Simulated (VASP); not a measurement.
# AlP5 (F-43m) in VASP: a series of runs

Runs on AlP5. Level: PBE. Tasks: single point, relaxation of cell and atoms.

Program: VASP 6.6.1. These are calculated values, not measurements. Logs are shortened: lines on timing, memory, paths and dates and some standing lists are left out, and cuts for length are marked.

## 1. The cell of the first run

Symmetry: F-43m, No. 216, cubic system. Conventional cell: a = 7.136 Å, b = 7.136 Å, c = 7.136 Å, α = 90.00°, β = 90.00°, γ = 90.00°. Within 3.9 Å of Al (site symmetry -43m) lie 16 P at 2.96 to 3.09 Å. Within 3.3 Å of P (site symmetry 3m) lie 9 P at 2.52 to 2.96 Å and 3 Al at 2.96 Å. Within 3.9 Å of P (site symmetry -43m) lie 12 P at 2.96 Å and 4 Al at 3.09 Å.

## 2. Single point, PBE

File INCAR:

```
PREC     = Accurate       # precision mode
ENCUT    = 520            # plane-wave cutoff, eV
EDIFF    = 1E-6           # SCF threshold, eV
ISMEAR   = 0              # smearing method
SIGMA    = 0.1            # smearing width, eV
LREAL    = F              # projectors in reciprocal space
LASPH    = T              # aspherical terms in the spheres
NELM     = 100            # most SCF steps
ALGO     = Normal         # electronic algorithm
ISIF     = 2              # what is computed and relaxed
LWAVE    = F              # write WAVECAR
LCHARG   = F              # write CHGCAR
GGA      = PE             # functional
NBANDS   = 23             # bands
```

File KPOINTS:

```
regular mesh
0
Gamma
  4 4 4
```

File POSCAR:

```
AlP5
1.0
    0.0000000000      3.5681306323      3.5681306323
    3.5681306323      0.0000000000      3.5681306323
    3.5681306323      3.5681306323      0.0000000000
Al P
1 5
Direct
    0.0000000000      0.0000000000      0.0000000000
    0.3751032018      0.3751032018      0.8746903945
    0.3751032018      0.8746903945      0.3751032018
    0.8746903945      0.3751032018      0.3751032018
    0.3751032018      0.3751032018      0.3751032018
    0.7500000000      0.7500000000      0.7500000000
```

Potentials or basis: VASP PAW PBE potentials, release 64 (Al, P).

Run with:

```bash
$ cat potpaw_PBE.64/Al/POTCAR potpaw_PBE.64/P/POTCAR > POTCAR
$ mpirun -np 1 vasp_std > vasp.out
```

OUTCAR:

```text
PREC = Accurate
   ENCUT = 520
   EDIFF = 1E-6
   ISMEAR = 0
   LREAL = F
   LASPH = T
   NELM = 100
   ISIF = 2
   GGA = PE

 ion  position               nearest neighbor table
   1  0.000  0.000  0.000-   2 2.96   3 2.96   4 2.96   5 2.96   5 2.96   5 2.96   2 2.96   4 2.96
                             4 2.96   2 2.96   3 2.96   3 2.96   6 3.09   6 3.09   6 3.09   6 3.09
   2  0.375  0.375  0.875-   3 2.52   4 2.52   5 2.52   5 2.53   3 2.53   4 2.53   6 2.96   6 2.96
                             6 2.96   1 2.96   1 2.96   1 2.96
   3  0.375  0.875  0.375-   2 2.52   4 2.52   5 2.52   2 2.53   5 2.53   4 2.53   6 2.96   6 2.96
                             6 2.96   1 2.96   1 2.96   1 2.96
   4  0.875  0.375  0.375-   2 2.52   3 2.52   5 2.52   5 2.53   2 2.53   3 2.53   6 2.96   6 2.96
                             6 2.96   1 2.96   1 2.96   1 2.96
   5  0.375  0.375  0.375-   2 2.52   3 2.52   4 2.52   2 2.53   3 2.53   4 2.53   6 2.96   6 2.96
                             6 2.96   1 2.96   1 2.96   1 2.96
   6  0.750  0.750  0.750-   2 2.96   3 2.96   2 2.96   4 2.96   3 2.96   4 2.96   5 2.96   5 2.96
                             5 2.96   2 2.96   3 2.96   4 2.96   1 3.09   1 3.09   1 3.09   1 3.09

  LATTYP: Found a face centered cubic cell.
 ALAT       =     7.1362612646

  Lattice vectors:

 A1 = (   0.0000000000,   3.5681306323,   3.5681306323)
 A2 = (   3.5681306323,   0.0000000000,   3.5681306323)
 A3 = (   3.5681306323,   3.5681306323,   0.0000000000)

Analysis of symmetry for initial positions (statically):
=====================================================================
 Subroutine PRICEL returns:
 Original cell was already a primitive cell.

 Routine SETGRP: Setting up the symmetry group for a
 face centered cubic supercell.

 Subroutine GETGRP returns: Found 24 space group operations
 (whereof 24 operations were pure point group operations)
 out of a pool of 48 trial point group operations.

The static configuration has the point symmetry T_d .

Analysis of symmetry for dynamics (positions and initial velocities):
=====================================================================
 Subroutine PRICEL returns:
 Original cell was already a primitive cell.

 Routine SETGRP: Setting up the symmetry group for a
 face centered cubic supercell.

 Subroutine GETGRP returns: Found 24 space group operations
 (whereof 24 operations were pure point group operations)
 out of a pool of 48 trial point group operations.

The dynamic configuration has the point symmetry T_d .

 Subroutine INISYM returns: Found 24 space group operations
 (whereof 24 operations are pure point group operations),
 and found     1 'primitive' translations

----------------------------------------------------------------------------------------

                                     Primitive cell

  volume of cell :      90.8557

  direct lattice vectors                    reciprocal lattice vectors
     0.000000000  3.568130632  3.568130632    -0.140129399  0.140129399  0.140129399
     3.568130632  0.000000000  3.568130632     0.140129399 -0.140129399  0.140129399
     3.568130632  3.568130632  0.000000000     0.140129399  0.140129399 -0.140129399

  length of vectors
     5.046098733  5.046098733  5.046098733     0.242711238  0.242711238  0.242711238

  position of ions in fractional coordinates (direct lattice)
     0.000000000  0.000000000  0.000000000
     0.375103202  0.375103202  0.874690394
     0.375103202  0.874690394  0.375103202
     0.874690394  0.375103202  0.375103202
     0.375103202  0.375103202  0.375103202
     0.750000000  0.750000000  0.750000000

  ion indices of the primitive-cell ions
   primitive index   ion index
                 1           1
                 2           2
                 3           3
                 4           4
                 5           5
                 6           6

----------------------------------------------------------------------------------------

 KPOINTS: regular mesh

Automatic generation of k-mesh.
 Grid dimensions read from file:
 generate k-points for:    4    4    4

 Generating k-lattice:

  Cartesian coordinates                     Fractional coordinates (reciprocal lattice)
    -0.035032350  0.035032350  0.035032350     0.250000000  0.000000000  0.000000000
     0.035032350 -0.035032350  0.035032350     0.000000000  0.250000000  0.000000000
     0.035032350  0.035032350 -0.035032350     0.000000000  0.000000000  0.250000000

  Length of vectors
     0.060677810  0.060677810  0.060677810

  Shift w.r.t. Gamma in fractional coordinates (k-lattice)
     0.000000000  0.000000000  0.000000000

 Subroutine IBZKPT returns following result:
 ===========================================

 Found      8 irreducible k-points:

 Following reciprocal coordinates:
            Coordinates               Weight
  0.000000  0.000000  0.000000      1.000000
  0.250000  0.000000  0.000000      8.000000
  0.500000  0.000000  0.000000      4.000000
  0.250000  0.250000  0.000000      6.000000
  0.500000  0.250000  0.000000     24.000000
 -0.250000  0.250000  0.000000     12.000000
  0.500000  0.500000  0.000000      3.000000
 -0.250000  0.500000  0.250000      6.000000
   k-points           NKPTS =      8   k-points in BZ     NKDIM =      8   number of bands    NBANDS=     23
   number of dos      NEDOS =    301   number of ions     NIONS =      6
   total plane-waves  NPLWV =  64000
   dimension x,y,z NGX =    40 NGY =   40 NGZ =   40
   dimension x,y,z NGXF=    80 NGYF=   80 NGZF=   80
   ions per type =               1   5
   NGX,Y,Z   is equivalent  to a cutoff of  13.18, 13.18, 13.18 a.u.
   NGXF,Y,Z  is equivalent  to a cutoff of  26.36, 26.36, 26.36 a.u.
 SYSTEM =  unknown system
   PREC   = accura    normal or accurate (medium, high low for compatibility)
   ISTART =      0    job   : 0-new  1-cont  2-samecut
   ICHARG =      2    charge: 1-file 2-atom 10-const
   ISPIN  =      1    spin polarized calculation?
   LNONCOLLINEAR =      F non collinear calculations
   LSORBIT =      F    spin-orbit coupling
   LASPH  =      T    aspherical Exc in radial PAW
   ENCUT  =  520.0 eV  38.22 Ry    6.18 a.u.   9.38  9.38  9.38*2*pi/ulx,y,z
   NELM   =    100;   NELMIN=  2; NELMDL= -5     # of ELM steps
   EDIFF  = 0.1E-05   stopping-criterion for ELM
   LREAL  =      F    real-space projection
   EDIFFG = 0.1E-04   stopping-criterion for IOM
   NSW    =      0    number of steps for IOM
   IBRION =     -1    ionic relax: 0-MD 1-quasi-New 2-CG
   NFREE  =      0    steps in history (QN), initial steepest desc. (CG)
   ISIF   =      2    stress and relaxation
   ISYM   =      2    0-nonsym 1-usesym 2-fastsym
   POTIM  = 0.5000    time-step for ionic-motion
   TEBEG  =    0.0;   TEEND  =   0.0 temperature during run
   PSTRESS=    0.0 pullay stress
   NELECT =      28.0000    total number of electrons
   NUPDOWN=      -1.0000    fix difference up-down
   EMIN   =  10.00;   EMAX   =-10.00  energy-range for DOS
[... 5 lines left out ...]
     AMIX     =   0.40;   BMIX     =  1.00
     AMIX_MAG =   1.60;   BMIX_MAG =  1.00
  volume/ion in A,a.u.               =      15.14       102.19
  Fermi-wavevector in a.u.,A,eV,Ry     =   1.105800  2.089660 16.637131  1.222795
  Thomas-Fermi vector in A             =   2.242293
   LORBIT       =      0    0 simple, 1 ext, 2 COOP (PROOUT), +10 PAW based schemes
   GGA     = PE    functional components
   LHFCALC =     F    Hartree Fock is set to
[... 5 lines left out ...]
 Gauss-broadening in eV      SIGMA  =   0.10
  energy-cutoff  :      520.00
  volume of cell :       90.86
 maximum number of plane-waves:      2468
 NGX is ok and might be reduce to    40
   NGX = 19   NGY = 19   NGZ = 19

 number of electron      28.0000003 magnetization

 Free energy of the ion-electron system (eV)
  ---------------------------------------------------
  ext. energy  EPLUGINS =         0.00000000
  ---------------------------------------------------
  free energy    TOTEN  =       -27.13410026 eV

  energy without entropy =      -27.12396330  energy(sigma->0) =      -27.12903178

 E-fermi :   9.1102     XC(G=0): -11.1186

 val. band max:        9.0807775623   @ k =  -0.2500   0.2500   0.0000
 cond. band min:       9.2492952385   @ k =   0.5000   0.5000   0.0000
 fundamental gap:      0.1685176762
 Fermi energy:         9.1101659530

 k-point     1 :       0.0000    0.0000    0.0000
  band No.  band energies     occupation
      1      -6.8651      2.00000
      2      -0.2496      2.00000
      3       0.5365      2.00000
      4       0.5365      2.00000
      5       0.5365      2.00000
      6       0.6600      2.00000
[... 15 lines left out ...]
     22      16.4606      0.00000
     23      16.9484      0.00000

 k-point     2 :       0.2500    0.0000    0.0000
  band No.  band energies     occupation
      1      -6.4204      2.00000
      2      -2.3256      2.00000
      3      -0.3767      2.00000
      4       0.1966      2.00000
      5       0.1966      2.00000
      6       2.0584      2.00000
[... 15 lines left out ...]
     22      15.0214      0.00000
     23      16.5480      0.00000

 k-point     3 :       0.5000    0.0000    0.0000
  band No.  band energies     occupation
      1      -5.5813      2.00000
      2      -4.0151      2.00000
      3      -0.6833      2.00000
      4      -0.0316      2.00000
      5      -0.0316      2.00000
      6       2.4007      2.00000
[... 15 lines left out ...]
     22      14.1130      0.00000
     23      15.0625      0.00000

 k-point     4 :       0.2500    0.2500    0.0000
  band No.  band energies     occupation
      1      -6.2633      2.00000
      2      -2.2498      2.00000
      3      -0.8419      2.00000
      4      -0.3747      2.00000
      5      -0.3747      2.00000
      6       2.2435      2.00000
[... 15 lines left out ...]
     22      14.7870      0.00000
     23      15.9734      0.00000

 k-point     5 :       0.5000    0.2500    0.0000
  band No.  band energies     occupation
      1      -5.3610      2.00000
      2      -3.7528      2.00000
      3      -2.0617      2.00000
      4      -0.5489      2.00000
      5       0.1364      2.00000
      6       2.5997      2.00000
[... 15 lines left out ...]
     22      13.9347      0.00000
     23      14.4948      0.00000

 k-point     6 :      -0.2500    0.2500    0.0000
  band No.  band energies     occupation
      1      -5.7315      2.00000
      2      -3.2588      2.00000
      3      -2.1075      2.00000
      4      -0.0879      2.00000
      5       0.6035      2.00000
      6       2.2415      2.00000
[... 15 lines left out ...]
     22      14.1008      0.00000
     23      14.2606      0.00000

 k-point     7 :       0.5000    0.5000    0.0000
  band No.  band energies     occupation
      1      -4.6087      2.00000
      2      -4.5350      2.00000
      3      -1.5134      2.00000
      4      -0.9007      2.00000
      5      -0.9007      2.00000
      6       1.3423      2.00000
[... 15 lines left out ...]
     22      12.5230      0.00000
     23      14.9350      0.00000

 k-point     8 :      -0.2500    0.5000    0.2500
  band No.  band energies     occupation
      1      -4.4919      2.00000
      2      -4.4763      2.00000
      3      -2.5414      2.00000
      4      -1.3399      2.00000
      5       0.9662      2.00000
      6       3.1336      2.00000
[... 15 lines left out ...]
     22      12.6491      0.00000
     23      14.1239      0.00000

------------------------ aborting loop because EDIFF is reached ----------------------------------------

  FORCE on cell =-STRESS in cart. coord.  units (eV):
  Direction    XX          YY          ZZ          XY          YZ          ZX
  --------------------------------------------------------------------------------------
  -------------------------------------------------------------------------------------
  Total       -0.1158308     -0.1158308     -0.1158308     -0.0000000      0.0000000      0.0000000
  in kB       -2.0425959     -2.0425959     -2.0425959     -0.0000000      0.0000000      0.0000000
  external PRESSURE =      -2.0425959 kB  Pullay stress =       0.0000000 kB

 VOLUME and BASIS-vectors are now :
 -----------------------------------------------------------------------------
  energy-cutoff  :      520.00
  volume of cell :       90.86
      direct lattice vectors                 reciprocal lattice vectors
     0.000000000  3.568130632  3.568130632    -0.140129399  0.140129399  0.140129399
     3.568130632  0.000000000  3.568130632     0.140129399 -0.140129399  0.140129399
     3.568130632  3.568130632  0.000000000     0.140129399  0.140129399 -0.140129399

 POSITION                                       TOTAL-FORCE (eV/Angst)
 -----------------------------------------------------------------------------------
      0.00000      0.00000      0.00000        -0.000000     -0.000000     -0.000000
      4.45943      4.45943      2.67683         0.001906      0.001906     -0.001906
      4.45943      2.67683      4.45943         0.001906     -0.001906      0.001906
      2.67683      4.45943      4.45943        -0.001906      0.001906      0.001906
      2.67683      2.67683      2.67683        -0.001906     -0.001906     -0.001906
      5.35220      5.35220      5.35220        -0.000000     -0.000000     -0.000000
 -----------------------------------------------------------------------------------
    total drift:                                0.000000      0.000000      0.000000

  FREE ENERGIE OF THE ION-ELECTRON SYSTEM (eV)
  ---------------------------------------------------
  free  energy   TOTEN  =       -27.1341002560 eV

  energy  without entropy=      -27.1239633011  energy(sigma->0) =      -27.12903178
```

Wall time 19 s (1 thread of Intel Xeon 6975P-C, shared host); peak memory 0.22 GiB.

Results:

- Free energy: -27.1341 eV
- Pressure: -0.2 GPa
- Largest force: 0.003 eV/Å
- Band gap on the k mesh: zero (band 14 reaches 9.08 eV, above the bottom of band 15 at 6.80 eV)

Forces in eV/Å, atoms in the order of the input:
```
Al   0.000  0.000  0.000
P    0.002  0.002 -0.002
P    0.002 -0.002  0.002
P   -0.002  0.002  0.002
P   -0.002 -0.002 -0.002
P    0.000  0.000  0.000
```

Levels at points of the mesh, in eV from the Fermi level:
```csv
k point,band 11,band 12,band 13,band 14,band 15,band 16,band 17,band 18
"(0.00, 0.00, 0.00)",-3.80,-2.31,-2.31,-2.31,-2.31,4.28,4.28,4.28
"(0.50, 0.00, 0.00)",-2.24,-2.03,-1.73,-1.73,0.82,1.40,2.02,2.02
"(0.50, 0.50, 0.00)",-1.66,-1.66,-1.27,-1.26,-0.20,0.14,1.37,1.37
```

Caveat: the k points lie up to 0.38 Å⁻¹ apart.

## 3. Single point, PBE

This run uses another cell than the first one, of 19.40 Å³/atom, 1.281 times its volume.

File INCAR:

```
ALGO     = Normal         # electronic algorithm
EDIFF    = 1E-7           # SCF threshold, eV
ENCUT    = 520            # plane-wave cutoff, eV
GGA      = PE             # functional
ISIF     = 2              # what is computed and relaxed
ISMEAR   = 0              # smearing method
LASPH    = T              # aspherical terms in the spheres
LCHARG   = T              # write CHGCAR
LELF     = T              # ELF
LREAL    = F              # projectors in reciprocal space
LVHAR    = T            
LWAVE    = F              # write WAVECAR
NBANDS   = 23             # bands
NELM     = 60             # most SCF steps
PREC     = Accurate       # precision mode
SIGMA    = 0.1            # smearing width, eV
```

File KPOINTS:

```
k-points
0
Gamma
  4 4 4
```

File POSCAR:

```
AlP5
1.0
    0.0000000000      3.8753257600      3.8753257600
    3.8753257600      0.0000000000      3.8753257600
    3.8753257600      3.8753257600      0.0000000000
Al P
1 5
Direct
    0.0000000000      0.0000000000      0.0000000000
    0.3750000000      0.3750000000      0.8750000000
    0.3750000000      0.8750000000      0.3750000000
    0.8750000000      0.3750000000      0.3750000000
    0.3750000000      0.3750000000      0.3750000000
    0.7500000000      0.7500000000      0.7500000000
```

Potentials or basis: VASP PAW PBE potentials, release 64 (Al, P).

Run with:

```bash
$ cat potpaw_PBE.64/Al/POTCAR potpaw_PBE.64/P/POTCAR > POTCAR
$ mpirun -np 1 vasp_std > vasp.out
```

OUTCAR:

```text
EDIFF = 1E-7
   ENCUT = 520
   GGA = PE
   ISIF = 2
   ISMEAR = 0
   LASPH = T
   LREAL = F
   NELM = 60
   PREC = Accurate

 ion  position               nearest neighbor table
   1  0.000  0.000  0.000-
   2  0.375  0.375  0.875-   5 2.74   3 2.74   4 2.74   5 2.74   3 2.74   4 2.74
   3  0.375  0.875  0.375-   5 2.74   2 2.74   2 2.74   4 2.74   5 2.74   4 2.74
   4  0.875  0.375  0.375-   5 2.74   2 2.74   3 2.74   2 2.74   3 2.74   5 2.74
   5  0.375  0.375  0.375-   2 2.74   3 2.74   4 2.74   2 2.74   3 2.74   4 2.74
   6  0.750  0.750  0.750-
[... 396 lines left out ...]
  -------------------------------------------------------------------------------------
  Total       -9.5236135     -9.5236135     -9.5236135     -0.0000000      0.0000000      0.0000000
  in kB     -131.0864200   -131.0864200   -131.0864200     -0.0000000      0.0000000      0.0000000
  external PRESSURE =    -131.0864200 kB  Pullay stress =       0.0000000 kB

 VOLUME and BASIS-vectors are now :
 -----------------------------------------------------------------------------
  energy-cutoff  :      520.00
  volume of cell :      116.40
      direct lattice vectors                 reciprocal lattice vectors
     0.000000000  3.875325760  3.875325760    -0.129021412  0.129021412  0.129021412
     3.875325760  0.000000000  3.875325760     0.129021412 -0.129021412  0.129021412
     3.875325760  3.875325760  0.000000000     0.129021412  0.129021412 -0.129021412

 POSITION                                       TOTAL-FORCE (eV/Angst)
 -----------------------------------------------------------------------------------
      0.00000      0.00000      0.00000         0.000000      0.000000     -0.000000
      4.84416      4.84416      2.90649        -0.035794     -0.035794      0.035794
      4.84416      2.90649      4.84416        -0.035794      0.035794     -0.035794
      2.90649      4.84416      4.84416         0.035794     -0.035794     -0.035794
      2.90649      2.90649      2.90649         0.035794      0.035794      0.035794
      5.81299      5.81299      5.81299         0.000000      0.000000     -0.000000
 -----------------------------------------------------------------------------------
    total drift:                               -0.000000     -0.000000      0.000000

  FREE ENERGIE OF THE ION-ELECTRON SYSTEM (eV)
  ---------------------------------------------------
  free  energy   TOTEN  =       -25.8304184974 eV

  energy  without entropy=      -25.8098726003  energy(sigma->0) =      -25.82014555
```

It took 30 s on 1 thread of Intel Xeon 6975P-C, shared host; peak memory 0.24 GiB.

Results:

```yaml
Free_energy: -25.8304 eV
Pressure: -13.1 GPa
Band_gap_on_the_k_mesh: zero (band 14 reaches 6.11 eV, above the bottom of band 15 at 4.58 eV)
```

Levels at points of the mesh, in eV from the Fermi level:
```
           k point  band 11  band 12  band 13  band 14  band 15  band 16  band 17  band 18
(0.00, 0.00, 0.00)    -2.83    -2.53    -1.52    -1.52    -1.52     3.40     3.40     3.40
(0.50, 0.00, 0.00)    -1.82    -1.49    -1.21    -1.21     0.31     0.75     1.45     1.45
(0.50, 0.50, 0.00)    -1.10    -1.10    -0.79    -0.77    -0.42     0.09     1.03     1.09
```

(Part 1 of 2 ends here.)
